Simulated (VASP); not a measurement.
A run of VASP 6.6.1:

File INCAR:

```
ALGO = Normal
EDIFF = 1E-6
ENCUT = 700
GGA = PS
GGA_COMPAT = F
ISIF = 2
ISMEAR = 0
LASPH = T
LCHARG = T
LELF = T
LREAL = F
LVHAR = T
LWAVE = F
NBANDS = 24
NELM = 120
PREC = Accurate
SIGMA = 0.05
```

The input KPOINTS:

```
k-points
0
Gamma
  8 8 8
```

Contents of POSCAR:

```
CdF2
1.0
    0.0000000000      2.6534902058      2.5492080407
    2.6534902058      0.0000000000      2.5492080407
    2.6534902058      2.6534902058      0.0000000000
Cd F
1 2
Direct
    0.0000000000      0.0000000000      0.0000000000
    0.2500000000      0.2500000000      0.2500000000
    0.7500000000      0.7500000000      0.7500000000
```

Potentials or basis: VASP PAW PBE potentials, release 64 (Cd_sv_GW, F).

Command:

```console
$ cat potpaw_PBE.64/Cd_sv_GW/POTCAR potpaw_PBE.64/F/POTCAR > POTCAR
$ mpirun -np 1 vasp_std > vasp.out
```

Hardware: 1 thread of AMD EPYC 9R45 96-Core Processor (Zen 5), on a shared host.

Task: How long does it take, and how much memory?

Result: It took 45 s on 1 thread of AMD EPYC 9R45 96-Core Processor (Zen 5) (shared host), peak memory 0.21 GiB. Counts: scf iterations 14, k points 59.
